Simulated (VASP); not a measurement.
# W (Im-3m) in VASP: further runs

The runs below take W through single point, with r2SCAN.

All numbers are computed with VASP 6.6.1; they aren't measurements. Logs are shortened: lines on timing, memory, paths and dates and some standing lists are left out, and cuts for length are marked.

### Step 1. The cell of the first run

Symmetry: Im-3m, No. 229, cubic system. Conventional cell: a = 3.170 Å, b = 3.170 Å, c = 3.170 Å, α = 90.00°, β = 90.00°, γ = 90.00°. Within 3.6 Å of W (site symmetry m-3m) lie 14 W at 2.74 to 3.17 Å.

### Step 2. Single point, r2SCAN

Input file POSCAR:

```
W
1.0
   -1.5848038465      1.5848038465      1.5848038465
    1.5848038465     -1.5848038465      1.5848038465
    1.5848038465      1.5848038465     -1.5848038465
W
1
Direct
    0.0000000000      0.0000000000      0.0000000000
```

Input file INCAR.step1:

```
SYSTEM = W
PREC     = Accurate       ! precision mode
ENCUT    = 520            ! plane-wave cutoff, eV
ISMEAR   = -1             ! smearing method
SIGMA    = 0.1            ! smearing width, eV
LREAL    = .FALSE.        ! projectors in reciprocal space
LASPH    = .TRUE.         ! aspherical terms in the spheres
NELM     = 80             ! most SCF steps
NBANDS   = 13             ! bands
GGA      = PE             ! functional
ALGO     = Normal         ! electronic algorithm
EDIFF    = 1E-4           ! SCF threshold, eV
LWAVE    = .TRUE.         ! write WAVECAR
LCHARG   = .FALSE.        ! write CHGCAR
```

Input file INCAR.step2:

```
SYSTEM = W
PREC     = Accurate       ! precision mode
ENCUT    = 520            ! plane-wave cutoff, eV
EDIFF    = 1E-6           ! SCF threshold, eV
ISMEAR   = -1             ! smearing method
SIGMA    = 0.1            ! smearing width, eV
LREAL    = .FALSE.        ! projectors in reciprocal space
LASPH    = .TRUE.         ! aspherical terms in the spheres
NELM     = 80             ! most SCF steps
ALGO     = Normal         ! electronic algorithm
ISIF     = 2              ! what is computed and relaxed
LWAVE    = .FALSE.        ! write WAVECAR
LCHARG   = .TRUE.         ! write CHGCAR
METAGGA  = R2SCAN         ! meta-GGA
LMIXTAU  = .TRUE.       
LELF     = .TRUE.         ! ELF
LVHAR    = .TRUE.       
NBANDS   = 13             ! bands
ISTART   = 1
```

Input file KPOINTS:

```
regular mesh
0
G
  7 7 7
  0 0 0
```

Potentials or basis: VASP PAW PBE potentials, release 64 (W_sv).

Command:

```
$ cat potpaw_PBE.64/W_sv/POTCAR > POTCAR
$ cp INCAR.step1 INCAR
$ mpirun -np 1 vasp_std > vasp.out
$ cp INCAR.step2 INCAR
$ mpirun -np 1 vasp_std > vasp.out
```

OUTCAR:

```text
SYSTEM = W
   PREC = Accurate
   ENCUT = 520
   EDIFF = 1E-6
   ISMEAR = -1
   LREAL = .FALSE.
   LASPH = .TRUE.
   NELM = 80
   ISIF = 2
   METAGGA = R2SCAN
   ISTART = 1

 ion  position               nearest neighbor table
   1  0.000  0.000  0.000-

  LATTYP: Found a body centered cubic cell.
 ALAT       =     3.1696076930

  Lattice vectors:

 A1 = (  -1.5848038465,   1.5848038465,   1.5848038465)
 A2 = (   1.5848038465,  -1.5848038465,   1.5848038465)
 A3 = (   1.5848038465,   1.5848038465,  -1.5848038465)

Analysis of symmetry for initial positions (statically):
=====================================================================
 Subroutine PRICEL returns:
 Original cell was already a primitive cell.

 Routine SETGRP: Setting up the symmetry group for a
 body centered cubic supercell.

 Subroutine GETGRP returns: Found 48 space group operations
 (whereof 48 operations were pure point group operations)
 out of a pool of 48 trial point group operations.

The static configuration has the point symmetry O_h .

Analysis of symmetry for dynamics (positions and initial velocities):
=====================================================================
 Subroutine PRICEL returns:
 Original cell was already a primitive cell.

 Routine SETGRP: Setting up the symmetry group for a
 body centered cubic supercell.

 Subroutine GETGRP returns: Found 48 space group operations
 (whereof 48 operations were pure point group operations)
 out of a pool of 48 trial point group operations.

The dynamic configuration has the point symmetry O_h .

 Subroutine INISYM returns: Found 48 space group operations
 (whereof 48 operations are pure point group operations),
 and found     1 'primitive' translations

----------------------------------------------------------------------------------------

                                     Primitive cell

  volume of cell :      15.9216

  direct lattice vectors                    reciprocal lattice vectors
    -1.584803847  1.584803847  1.584803847     0.000000000  0.315496458  0.315496458
     1.584803847 -1.584803847  1.584803847     0.315496458  0.000000000  0.315496458
     1.584803847  1.584803847 -1.584803847     0.315496458  0.315496458  0.000000000

  length of vectors
     2.744960782  2.744960782  2.744960782     0.446179370  0.446179370  0.446179370

  position of ions in fractional coordinates (direct lattice)
     0.000000000  0.000000000  0.000000000

  ion indices of the primitive-cell ions
   primitive index   ion index
                 1           1

----------------------------------------------------------------------------------------

 KPOINTS: regular mesh

Automatic generation of k-mesh.
 Grid dimensions read from file:
 generate k-points for:    7    7    7

 Generating k-lattice:

  Cartesian coordinates                     Fractional coordinates (reciprocal lattice)
     0.000000000  0.045070923  0.045070923     0.142857143  0.000000000  0.000000000
     0.045070923  0.000000000  0.045070923     0.000000000  0.142857143  0.000000000
     0.045070923  0.045070923  0.000000000     0.000000000  0.000000000  0.142857143

  Length of vectors
     0.063739910  0.063739910  0.063739910

  Shift w.r.t. Gamma in fractional coordinates (k-lattice)
     0.000000000  0.000000000  0.000000000

 Subroutine IBZKPT returns following result:
 ===========================================

 Found     20 irreducible k-points:

 Following reciprocal coordinates:
            Coordinates               Weight
  0.000000  0.000000  0.000000      1.000000
  0.142857  0.000000  0.000000     12.000000
  0.285714  0.000000  0.000000     12.000000
  0.428571  0.000000  0.000000     12.000000
  0.142857  0.142857  0.000000     24.000000
  0.285714  0.142857  0.000000     48.000000
[... 12 lines left out ...]
 -0.428571 -0.428571  0.285714      8.000000
 -0.428571  0.428571  0.428571      6.000000
   k-points           NKPTS =     20   k-points in BZ     NKDIM =     20   number of bands    NBANDS=     13
   number of dos      NEDOS =    301   number of ions     NIONS =      1
   total plane-waves  NPLWV =   8000
   dimension x,y,z NGX =    20 NGY =   20 NGZ =   20
   dimension x,y,z NGXF=    40 NGYF=   40 NGZF=   40
   ions per type =               1
   NGX,Y,Z   is equivalent  to a cutoff of  12.11, 12.11, 12.11 a.u.
   NGXF,Y,Z  is equivalent  to a cutoff of  24.23, 24.23, 24.23 a.u.
 SYSTEM =  W
   PREC   = accura    normal or accurate (medium, high low for compatibility)
   ISTART =      1    job   : 0-new  1-cont  2-samecut
   ICHARG =      0    charge: 1-file 2-atom 10-const
   ISPIN  =      1    spin polarized calculation?
   LNONCOLLINEAR =      F non collinear calculations
   LSORBIT =      F    spin-orbit coupling
   LASPH  =      T    aspherical Exc in radial PAW
   ENCUT  =  520.0 eV  38.22 Ry    6.18 a.u.   5.10  5.10  5.10*2*pi/ulx,y,z
   NELM   =     80;   NELMIN=  2; NELMDL=  0     # of ELM steps
   EDIFF  = 0.1E-05   stopping-criterion for ELM
   LREAL  =      F    real-space projection
   EDIFFG = 0.1E-04   stopping-criterion for IOM
   NSW    =      0    number of steps for IOM
   IBRION =     -1    ionic relax: 0-MD 1-quasi-New 2-CG
   NFREE  =      0    steps in history (QN), initial steepest desc. (CG)
   ISIF   =      2    stress and relaxation
   ISYM   =      2    0-nonsym 1-usesym 2-fastsym
   POTIM  = 0.5000    time-step for ionic-motion
   TEBEG  =    0.0;   TEEND  =   0.0 temperature during run
   PSTRESS=    0.0 pullay stress
   NELECT =      14.0000    total number of electrons
   NUPDOWN=      -1.0000    fix difference up-down
   EMIN   =  10.00;   EMAX   =-10.00  energy-range for DOS
   EFERMI =   0.00;   METHOD = LEGACY
   ISMEAR =    -1;   SIGMA  =   0.10  broadening in eV -4-tet -1-fermi 0-gaus
   EFERMI_NEDOS =   21; number of points for ismear=-14 and -15
   IALGO  =     38    algorithm
   IMIX   =      4    mixing-type and parameters
     AMIX     =   0.40;   BMIX     =  1.00
     AMIX_MAG =   1.60;   BMIX_MAG =  1.00
  volume/ion in A,a.u.               =      15.92       107.44
  Fermi-wavevector in a.u.,A,eV,Ry     =   1.568395  2.963836 33.468448  2.459862
  Thomas-Fermi vector in A             =   2.670432
   LORBIT       =      0    0 simple, 1 ext, 2 COOP (PROOUT), +10 PAW based schemes
   METAGGA = R2SCAN    functional components
   LHFCALC =     F    Hartree Fock is set to
   AEXX    =    0.0000 exact exchange contribution
   IVDW    =     0    specifies the selected vdW correction
   LEPSILON=     F    determine dielectric tensor
   LRPA    =     F    only Hartree local field effects (RPA)
 non-spin polarized calculation
  energy-cutoff  :      520.00
  volume of cell :       15.92
 maximum number of plane-waves:       444
   NGX = 11   NGY = 11   NGZ = 11

 number of electron      14.0000003 magnetization

 Free energy of the ion-electron system (eV)
  ---------------------------------------------------
  ext. energy  EPLUGINS =         0.00000000
  ---------------------------------------------------
  free energy    TOTEN  =       -51.29580085 eV

  energy without entropy =      -51.26771521  energy(sigma->0) =      -51.28175803

 E-fermi :  11.2665     XC(G=0): -14.9311

 val. band max:       11.2625137497   @ k =  -0.1429   0.1429   0.1429
 cond. band min:      11.3734595281   @ k =  -0.4286   0.4286   0.2857
 fundamental gap:      0.1109457784
 Fermi energy:        11.2664916304

 k-point     1 :       0.0000    0.0000    0.0000
  band No.  band energies     occupation
      1     -64.8894      2.00000
      2     -27.7569      2.00000
      3     -27.7569      2.00000
      4     -27.7569      2.00000
      5       1.1224      2.00000
      6       9.9531      2.00000
      7       9.9531      2.00000
      8       9.9531      2.00000
      9      13.7791      0.00000
     10      13.7791      0.00000
     11      26.4770      0.00000
     12      26.4770      0.00000
     13      26.4770      0.00000

 k-point     2 :       0.1429    0.0000    0.0000
  band No.  band energies     occupation
      1     -64.8617      2.00000
      2     -28.0293      2.00000
      3     -27.8418      2.00000
      4     -27.7582      2.00000
      5       2.0980      2.00000
      6       9.3847      2.00000
      7       9.7326      2.00000
      8      10.9252      1.93619
      9      13.1098      0.00000
     10      13.7987      0.00000
     11      27.1342      0.00000
     12      28.1586      0.00000
     13      28.4274      0.00000

 k-point     3 :       0.2857    0.0000    0.0000
  band No.  band energies     occupation
      1     -64.7990      2.00000
      2     -28.6098      2.00000
      3     -28.0281      2.00000
      4     -27.7614      2.00000
      5       4.1015      2.00000
      6       8.3154      2.00000
      7       9.3083      2.00000
      8      13.2056      0.00000
      9      13.5998      0.00000
     10      14.0596      0.00000
     11      26.0690      0.00000
     12      27.5123      0.00000
     13      32.4563      0.00000
[... 241 lines left out ...]
 k-point    19 :      -0.4286   -0.4286    0.2857
  band No.  band energies     occupation
      1     -64.6605      2.00000
      2     -28.7285      2.00000
      3     -28.7285      2.00000
      4     -28.3912      2.00000
      5       6.1994      2.00000
      6       6.1994      2.00000
      7      11.1989      1.32582
      8      15.0664      0.00000
      9      15.0664      0.00000
     10      21.1480      0.00000
     11      21.7156      0.00000
     12      21.7156      0.00000
     13      33.1456      0.00000

 k-point    20 :      -0.4286    0.4286    0.4286
  band No.  band energies     occupation
      1     -64.6423      2.00000
      2     -28.7014      2.00000
      3     -28.6529      2.00000
      4     -28.6529      2.00000
      5       5.5150      2.00000
      6       5.6292      2.00000
      7      14.8302      0.00000
      8      14.8302      0.00000
      9      16.0455      0.00000
     10      18.2978      0.00000
     11      22.0049      0.00000
     12      22.0049      0.00000
     13      29.9016      0.00000

------------------------ aborting loop because EDIFF is reached ----------------------------------------

  FORCE on cell =-STRESS in cart. coord.  units (eV):
  Direction    XX          YY          ZZ          XY          YZ          ZX
  --------------------------------------------------------------------------------------
  -------------------------------------------------------------------------------------
  Total        0.2199756      0.2199756      0.2199756     -0.0000000      0.0000000      0.0000000
  in kB       22.1359717     22.1359717     22.1359717     -0.0000000      0.0000000      0.0000000
  external PRESSURE =      22.1359717 kB  Pullay stress =       0.0000000 kB

 VOLUME and BASIS-vectors are now :
 -----------------------------------------------------------------------------
  energy-cutoff  :      520.00
  volume of cell :       15.92
      direct lattice vectors                 reciprocal lattice vectors
    -1.584803847  1.584803847  1.584803847     0.000000000  0.315496458  0.315496458
     1.584803847 -1.584803847  1.584803847     0.315496458  0.000000000  0.315496458
     1.584803847  1.584803847 -1.584803847     0.315496458  0.315496458  0.000000000

 POSITION                                       TOTAL-FORCE (eV/Angst)
 -----------------------------------------------------------------------------------
      0.00000      0.00000      0.00000        -0.000000      0.000000     -0.000000
 -----------------------------------------------------------------------------------
    total drift:                                0.000000      0.000000      0.000000

  FREE ENERGIE OF THE ION-ELECTRON SYSTEM (eV)
  ---------------------------------------------------
  free  energy   TOTEN  =       -51.2958008460 eV

  energy  without entropy=      -51.2677152093  energy(sigma->0) =      -51.28175803
```

Run time: 17 s. Hardware: 1 thread of Intel Xeon Platinum 8488C (Sapphire Rapids), shared host; peak memory 0.13 GiB.

What came out:

```
Free energy            : -51.2958 eV
Pressure               : 2.2 GPa
Band gap on the k mesh : zero (band 7 reaches 14.83 eV, above the bottom of band 8 at 9.95 eV)
```

Levels at points of the mesh, in eV from the Fermi level:
```
           k point  band 5  band 6  band 7  band 8  band 9  band 10
(0.00, 0.00, 0.00)  -10.14   -1.31   -1.31   -1.31    2.51     2.51
```

Caveat: the k points lie up to 0.40 Å⁻¹ apart; the PAW data sets were made with another functional, which shifts forces and pressure a little; spin-orbit coupling is left out, which moves the levels of the heavy elements.

### Step 3. Single point, r2SCAN

POSCAR is that of step 2.

Input file INCAR.step1:

```
SYSTEM = W
ALGO = Normal ; EDIFF = 1E-4
ENCUT = 520 ; GGA = PE
ISMEAR = -1 ; LASPH = .TRUE.
LCHARG = .FALSE. ; LREAL = .FALSE.
LWAVE = .TRUE. ; NBANDS = 13
NELM = 100 ; PREC = Accurate
SIGMA = 0.1
```

Input file INCAR.step2:

```
SYSTEM = W
ALGO = Normal ; EDIFF = 1E-6
ENCUT = 520 ; ISIF = 2
ISMEAR = -1 ; ISTART = 1
LASPH = .TRUE. ; LCHARG = .FALSE.
LMIXTAU = .TRUE. ; LREAL = .FALSE.
LWAVE = .FALSE. ; METAGGA = R2SCAN
NBANDS = 13 ; NELM = 100
PREC = Accurate ; SIGMA = 0.1
```

Input file KPOINTS:

```
k-points
0
G
  9 9 9
  0 0 0
```

Potentials or basis: VASP PAW PBE potentials, release 64 (W_sv).

Command:

```
$ cat potpaw_PBE.64/W_sv/POTCAR > POTCAR
$ cp INCAR.step1 INCAR
$ mpirun -np 1 vasp_std > vasp.out
$ cp INCAR.step2 INCAR
$ mpirun -np 1 vasp_std > vasp.out
```

Wall time 23 s (1 thread of Intel Xeon Platinum 8488C (Sapphire Rapids), shared host); peak memory 0.13 GiB.

It converged, with:

```yaml
Free_energy: -51.3755 eV
Pressure: 0.8 GPa
Band_gap_on_the_k_mesh: zero (band 7 reaches 15.33 eV, above the bottom of band 8 at 9.95 eV)
```

Levels at points of the mesh, in eV from the Fermi level:
```csv
k point,band 4,band 5,band 6,band 7,band 8,band 9,band 10,band 11
"(0.00, 0.00, 0.00)",-39.04,-10.15,-1.33,-1.33,-1.33,2.50,2.50,15.20
```

Caveat: the PAW data sets were made with another functional, which shifts forces and pressure a little; spin-orbit coupling is left out, which moves the levels of the heavy elements.

### Step 4. Single point, r2SCAN

POSCAR is that of step 3.

Input file INCAR.step1:

```
SYSTEM = W
PREC = Accurate ; ENCUT = 520
ISMEAR = -1 ; SIGMA = 0.1
LREAL = .False. ; LASPH = .True.
NELM = 80 ; NBANDS = 13
GGA = PE ; ALGO = Normal
EDIFF = 1E-4 ; LWAVE = .True.
LCHARG = .False.
```

Input file INCAR.step2:

```
SYSTEM = W
PREC = Accurate ; ENCUT = 520
EDIFF = 1E-6 ; ISMEAR = -1
SIGMA = 0.1 ; LREAL = .False.
LASPH = .True. ; NELM = 80
ALGO = Normal ; ISIF = 2
LWAVE = .False. ; LCHARG = .True.
METAGGA = R2SCAN ; LMIXTAU = .True.
LELF = .True. ; LVHAR = .True.
NBANDS = 13 ; ISTART = 1
```

Input file KPOINTS:

```
Automatic mesh
0
Gamma
  11 11 11
  0 0 0
```

Command:

```
$ cat potpaw_PBE.64/W_sv/POTCAR > POTCAR
$ cp INCAR.step1 INCAR
$ mpirun -np 1 vasp_std > vasp.out
$ cp INCAR.step2 INCAR
$ mpirun -np 1 vasp_std > vasp.out
```

Run time: 33 s. Hardware: 1 thread of Intel Xeon Platinum 8488C (Sapphire Rapids), shared host; peak memory 0.13 GiB.

Results (log left out):

```yaml
Free_energy: -51.3418 eV
Pressure: 1.3 GPa
Band_gap_on_the_k_mesh: zero (band 7 reaches 15.65 eV, above the bottom of band 8 at 9.95 eV)
```

Levels at points of the mesh, in eV from the Fermi level:
| k point | band 3 | band 4 | band 5 | band 6 | band 7 | band 8 | band 9 | band 10 | band 11 | band 12 |
| --- | --- | --- | --- | --- | --- | --- | --- | --- | --- | --- |
| (0.00, 0.00, 0.00) | -38.97 | -38.97 | -10.09 | -1.26 | -1.26 | -1.26 | 2.57 | 2.57 | 15.27 | 15.27 |

Caveat: the PAW data sets were made with another functional, which shifts forces and pressure a little; spin-orbit coupling is left out, which moves the levels of the heavy elements.

### Step 5. Summary

| k mesh | gap on the mesh (eV) | pressure (GPa) |
| --- | --- | --- |
| 7 × 7 × 7 | none | 2.2 |
| 9 × 9 × 9 | none | 0.8 |
| 11 × 11 × 11 | none | 1.3 |

Alike in all rows: task single point; level r2SCAN; potentials or basis VASP PAW PBE potentials, release 64 (W_sv); no spin polarisation; cell as given; cutoff (eV) 520; smearing fermi-dirac 0.1 eV.

Caveats: some runs use coarse meshes; the PAW data sets were made with another functional, which shifts forces and pressure a little; spin-orbit coupling is left out, which moves the levels of the heavy elements.

Absolute energies hang on the potentials; compare differences alone.
